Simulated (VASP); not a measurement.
# Pt (Fm-3m) in VASP: settings compared

The runs below take Pt through single point, with PBE+D4, PBE, RPBE, r2SCAN+D4.

Program: VASP 6.6.1. These are calculated values, not measurements. Logs are shortened: lines on timing, memory, paths and dates and some standing lists are left out, and cuts for length are marked.

### 1 The cell of the first run

Symmetry: Fm-3m, No. 225, cubic system. Conventional cell: a = 3.933 Å, b = 3.933 Å, c = 3.933 Å, α = 90.00°, β = 90.00°, γ = 90.00°. Pt (site symmetry m-3m) has 12 Pt at 2.78 Å within 3.7 Å.

### 2 Single point, PBE+D4

The input, INCAR:

```
ALGO = Normal ; EDIFF = 1E-6
ENCUT = 520 ; GGA = PE
ISIF = 2 ; ISMEAR = 1
IVDW = 13 ; LASPH = True
LCHARG = True ; LELF = True
LREAL = False ; LVHAR = True
LWAVE = False ; NBANDS = 11
NELM = 100 ; PREC = Accurate
SIGMA = 0.1
```

The input, KPOINTS:

```
k-points
0
Gamma
  13 13 13
```

The input, POSCAR:

```
Pt
1.0
    0.0000000000      1.9663233128      1.9663233128
    1.9663233128      0.0000000000      1.9663233128
    1.9663233128      1.9663233128      0.0000000000
Pt
1
Direct
    0.0000000000      0.0000000000      0.0000000000
```

Potentials or basis: VASP PAW PBE potentials, release 64 (Pt).

The run is started by

```bash
$ cat potpaw_PBE.64/Pt/POTCAR > POTCAR
$ mpirun -np 1 vasp_std > vasp.out
```

OUTCAR:

```text
EDIFF = 1E-6
   ENCUT = 520
   GGA = PE
   ISIF = 2
   ISMEAR = 1
   IVDW = 13
   LASPH = True
   LREAL = False
   NELM = 100
   PREC = Accurate

 ion  position               nearest neighbor table
   1  0.000  0.000  0.000-

  LATTYP: Found a face centered cubic cell.
 ALAT       =     3.9326466256

  Lattice vectors:

 A1 = (   0.0000000000,   1.9663233128,   1.9663233128)
 A2 = (   1.9663233128,   0.0000000000,   1.9663233128)
 A3 = (   1.9663233128,   1.9663233128,   0.0000000000)

Analysis of symmetry for initial positions (statically):
=====================================================================
 Subroutine PRICEL returns:
 Original cell was already a primitive cell.

 Routine SETGRP: Setting up the symmetry group for a
 face centered cubic supercell.

 Subroutine GETGRP returns: Found 48 space group operations
 (whereof 48 operations were pure point group operations)
 out of a pool of 48 trial point group operations.

The static configuration has the point symmetry O_h .

Analysis of symmetry for dynamics (positions and initial velocities):
=====================================================================
 Subroutine PRICEL returns:
 Original cell was already a primitive cell.

 Routine SETGRP: Setting up the symmetry group for a
 face centered cubic supercell.

 Subroutine GETGRP returns: Found 48 space group operations
 (whereof 48 operations were pure point group operations)
 out of a pool of 48 trial point group operations.

The dynamic configuration has the point symmetry O_h .

 Subroutine INISYM returns: Found 48 space group operations
 (whereof 48 operations are pure point group operations),
 and found     1 'primitive' translations

----------------------------------------------------------------------------------------

                                     Primitive cell

  volume of cell :      15.2053

  direct lattice vectors                    reciprocal lattice vectors
     0.000000000  1.966323313  1.966323313    -0.254281682  0.254281682  0.254281682
     1.966323313  0.000000000  1.966323313     0.254281682 -0.254281682  0.254281682
     1.966323313  1.966323313  0.000000000     0.254281682  0.254281682 -0.254281682

  length of vectors
     2.780801097  2.780801097  2.780801097     0.440428793  0.440428793  0.440428793

  position of ions in fractional coordinates (direct lattice)
     0.000000000  0.000000000  0.000000000

  ion indices of the primitive-cell ions
   primitive index   ion index
                 1           1

----------------------------------------------------------------------------------------

 KPOINTS: k-points

Automatic generation of k-mesh.
 Grid dimensions read from file:
 generate k-points for:   13   13   13

 Generating k-lattice:

  Cartesian coordinates                     Fractional coordinates (reciprocal lattice)
    -0.019560129  0.019560129  0.019560129     0.076923077  0.000000000  0.000000000
     0.019560129 -0.019560129  0.019560129     0.000000000  0.076923077  0.000000000
     0.019560129  0.019560129 -0.019560129     0.000000000  0.000000000  0.076923077

  Length of vectors
     0.033879138  0.033879138  0.033879138

  Shift w.r.t. Gamma in fractional coordinates (k-lattice)
     0.000000000  0.000000000  0.000000000

 Subroutine IBZKPT returns following result:
 ===========================================

 Found     84 irreducible k-points:

 Following reciprocal coordinates:
            Coordinates               Weight
  0.000000  0.000000  0.000000      1.000000
  0.076923  0.000000  0.000000      8.000000
  0.153846  0.000000  0.000000      8.000000
  0.230769  0.000000  0.000000      8.000000
  0.307692  0.000000  0.000000      8.000000
  0.384615  0.000000  0.000000      8.000000
[... 16 lines left out ...]
  0.384615  0.153846  0.000000     24.000000
  0.461538  0.153846  0.000000     24.000000
 [... further k-points ...]
   k-points           NKPTS =     84   k-points in BZ     NKDIM =     84   number of bands    NBANDS=     11
   number of dos      NEDOS =    301   number of ions     NIONS =      1
   total plane-waves  NPLWV =  13824
   dimension x,y,z NGX =    24 NGY =   24 NGZ =   24
   dimension x,y,z NGXF=    48 NGYF=   48 NGZF=   48
   ions per type =               1
   NGX,Y,Z   is equivalent  to a cutoff of  14.35, 14.35, 14.35 a.u.
   NGXF,Y,Z  is equivalent  to a cutoff of  28.70, 28.70, 28.70 a.u.
 SYSTEM =  unknown system
   PREC   = accura    normal or accurate (medium, high low for compatibility)
   ISTART =      0    job   : 0-new  1-cont  2-samecut
   ICHARG =      2    charge: 1-file 2-atom 10-const
   ISPIN  =      1    spin polarized calculation?
   LNONCOLLINEAR =      F non collinear calculations
   LSORBIT =      F    spin-orbit coupling
   LASPH  =      T    aspherical Exc in radial PAW
   ENCUT  =  520.0 eV  38.22 Ry    6.18 a.u.   5.17  5.17  5.17*2*pi/ulx,y,z
   NELM   =    100;   NELMIN=  2; NELMDL= -5     # of ELM steps
   EDIFF  = 0.1E-05   stopping-criterion for ELM
   LREAL  =      F    real-space projection
   EDIFFG = 0.1E-04   stopping-criterion for IOM
   NSW    =      0    number of steps for IOM
   IBRION =     -1    ionic relax: 0-MD 1-quasi-New 2-CG
   NFREE  =      0    steps in history (QN), initial steepest desc. (CG)
   ISIF   =      2    stress and relaxation
   ISYM   =      2    0-nonsym 1-usesym 2-fastsym
   POTIM  = 0.5000    time-step for ionic-motion
   TEBEG  =    0.0;   TEEND  =   0.0 temperature during run
   PSTRESS=    0.0 pullay stress
   NELECT =      10.0000    total number of electrons
   NUPDOWN=      -1.0000    fix difference up-down
   EMIN   =  10.00;   EMAX   =-10.00  energy-range for DOS
   EFERMI =   0.00;   METHOD = LEGACY
   ISMEAR =     1;   SIGMA  =   0.10  broadening in eV -4-tet -1-fermi 0-gaus
   EFERMI_NEDOS =   21; number of points for ismear=-14 and -15
   IALGO  =     38    algorithm
   IMIX   =      4    mixing-type and parameters
     AMIX     =   0.40;   BMIX     =  1.00
     AMIX_MAG =   1.60;   BMIX_MAG =  1.00
  volume/ion in A,a.u.               =      15.21       102.61
  Fermi-wavevector in a.u.,A,eV,Ry     =   1.423672  2.690350 27.576854  2.026842
  Thomas-Fermi vector in A             =   2.544245
   LORBIT       =      0    0 simple, 1 ext, 2 COOP (PROOUT), +10 PAW based schemes
   GGA     = PE    functional components
   LHFCALC =     F    Hartree Fock is set to
   AEXX    =    0.0000 exact exchange contribution
   IVDW    =    13    specifies the selected vdW correction
   LEPSILON=     F    determine dielectric tensor
   LRPA    =     F    only Hartree local field effects (RPA)
 non-spin polarized calculation
 Methfessel and Paxton  Order N= 1 SIGMA  =   0.10
  energy-cutoff  :      520.00
  volume of cell :       15.21
 maximum number of plane-waves:       423
 NGX is ok and might be reduce to    24
   NGX = 11   NGY = 11   NGZ = 11

 number of electron      10.0000000 magnetization

 Free energy of the ion-electron system (eV)
  ---------------------------------------------------
  ext. energy  EPLUGINS =         0.00000000
  ---------------------------------------------------
  free energy    TOTEN  =        -6.07969921 eV

  energy without entropy =       -6.07859909  energy(sigma->0) =       -6.07933250

 E-fermi :  11.0984     XC(G=0): -13.4435

 val. band max:       11.0966263458   @ k =  -0.4615   0.3077   0.0769
 cond. band min:      11.1182072756   @ k =   0.3846   0.3077   0.0769
 fundamental gap:      0.0215809299
 Fermi energy:        11.0984216611

 k-point     1 :       0.0000    0.0000    0.0000
  band No.  band energies     occupation
      1       0.9834      2.00000
      2       7.3610      2.00000
      3       7.3610      2.00000
      4       7.3610      2.00000
      5       9.4862      2.00000
      6       9.4862      2.00000
      7      25.7711      0.00000
      8      30.6916      0.00000
      9      30.6916      0.00000
     10      30.6916      0.00000
     11      36.0089      0.00000

 k-point     2 :       0.0769    0.0000    0.0000
  band No.  band energies     occupation
      1       1.2187      2.00000
      2       7.2588      2.00000
      3       7.4527      2.00000
      4       7.4527      2.00000
      5       9.4365      2.00000
      6       9.4365      2.00000
      7      26.1315      0.00000
      8      29.5285      0.00000
      9      31.0512      0.00000
     10      31.0512      0.00000
     11      37.2292      0.00000

 k-point     3 :       0.1538    0.0000    0.0000
  band No.  band energies     occupation
      1       1.8806      2.00000
      2       7.0385      2.00000
      3       7.6544      2.00000
      4       7.6544      2.00000
      5       9.3778      2.00000
      6       9.3778      2.00000
      7      26.9887      0.00000
      8      27.4071      0.00000
      9      32.0635      0.00000
     10      32.0635      0.00000
     11      36.3581      0.00000

 k-point     4 :       0.2308    0.0000    0.0000
  band No.  band energies     occupation
      1       2.7928      2.00000
      2       6.9631      2.00000
      3       7.7449      2.00000
      4       7.7449      2.00000
      5       9.5587      2.00000
      6       9.5587      2.00000
      7      25.0096      0.00000
      8      27.5392      0.00000
      9      33.4281      0.00000
     10      33.4281      0.00000
     11      34.6045      0.00000
[... 239 lines left out ...]
 k-point    22 :       0.3077    0.1538    0.0000
  band No.  band energies     occupation
      1       3.7859      2.00000
      2       6.2429      2.00000
      3       7.5903      2.00000
      4       8.3484      2.00000
      5       9.6646      2.00000
      6      10.3970      2.00000
      7      24.6727      0.00000
      8      28.3427      0.00000
      9      29.5031      0.00000
     10      31.1497      0.00000
     11      35.2622      0.00000

 k-point    23 :       0.3846    0.1538    0.0000
  band No.  band energies     occupation
      1       4.3625      2.00000
      2       6.6625      2.00000
      3       7.2404      2.00000
      4       8.2117      2.00000
      5      10.8932      2.01345
      6      10.9415      2.04895
      7      21.5968      0.00000
      8      27.3381      0.00000
      9      28.8623      0.00000
     10      30.7909      0.00000
     11      37.0876      0.00000

 k-point    24 :       0.4615    0.1538    0.0000
  band No.  band energies     occupation
      1       4.5091      2.00000
      2       6.8421      2.00000
      3       7.7312      2.00000
      4       8.0266      2.00000
      5      11.1887     -0.02391
      6      12.5622     -0.00000
      7      18.6321      0.00000
      8      26.5426      0.00000
      9      28.5663      0.00000
     10      29.5454      0.00000
     11      38.0293      0.00000

 [... further k-points ...]

------------------------ aborting loop because EDIFF is reached ----------------------------------------

  DFT-D4 for vdW energy calculation

  Edisp (eV):   -0.76664

  FORCE on cell =-STRESS in cart. coord.  units (eV):
  Direction    XX          YY          ZZ          XY          YZ          ZX
  --------------------------------------------------------------------------------------
  -------------------------------------------------------------------------------------
  Total      -0.05140    -0.05140    -0.05140     0.00000    -0.00000     0.00000
  in kB      -5.41601    -5.41601    -5.41601     0.00000    -0.00000     0.00000
  external pressure =       -5.42 kB  Pullay stress =        0.00 kB

 VOLUME and BASIS-vectors are now :
 -----------------------------------------------------------------------------
  energy-cutoff  :      520.00
  volume of cell :       15.21
      direct lattice vectors                 reciprocal lattice vectors
     0.000000000  1.966323313  1.966323313    -0.254281682  0.254281682  0.254281682
     1.966323313  0.000000000  1.966323313     0.254281682 -0.254281682  0.254281682
     1.966323313  1.966323313  0.000000000     0.254281682  0.254281682 -0.254281682

 POSITION                                       TOTAL-FORCE (eV/Angst)
 -----------------------------------------------------------------------------------
      0.00000      0.00000      0.00000        -0.000000      0.000000     -0.000000
 -----------------------------------------------------------------------------------
    total drift:                               -0.000000      0.000000      0.000000

  FREE ENERGIE OF THE ION-ELECTRON SYSTEM (eV)
  ---------------------------------------------------
  free  energy   TOTEN  =        -6.8463375739 eV

  energy  without entropy=       -6.8452374510  energy(sigma->0) =       -6.84597087
```

Run time: 15 s. Hardware: 1 thread of Intel Xeon Platinum 8124M at 3.00GHz (Skylake/Cascade Lake), shared host; peak memory 0.15 GiB.

What came out:

```yaml
Free_energy: -6.8463 eV
Pressure: -0.5 GPa
Band_gap_on_the_k_mesh: zero (band 5 reaches 11.51 eV, above the bottom of band 6 at 9.38 eV)
Dispersion_energy_per_atom: -0.767 eV
```

Levels at points of the mesh, in eV from the Fermi level:
| k point | band 2 | band 3 | band 4 | band 5 | band 6 | band 7 | band 8 | band 9 |
| --- | --- | --- | --- | --- | --- | --- | --- | --- |
| (0.00, 0.00, 0.00) | -3.74 | -3.74 | -3.74 | -1.61 | -1.61 | 14.67 | 19.59 | 19.59 |

Caveat: spin-orbit coupling is left out, which moves the levels of the heavy elements; pairwise dispersion overbinds metals, which lowers pressure and volume.

[end of part 1 of 2]
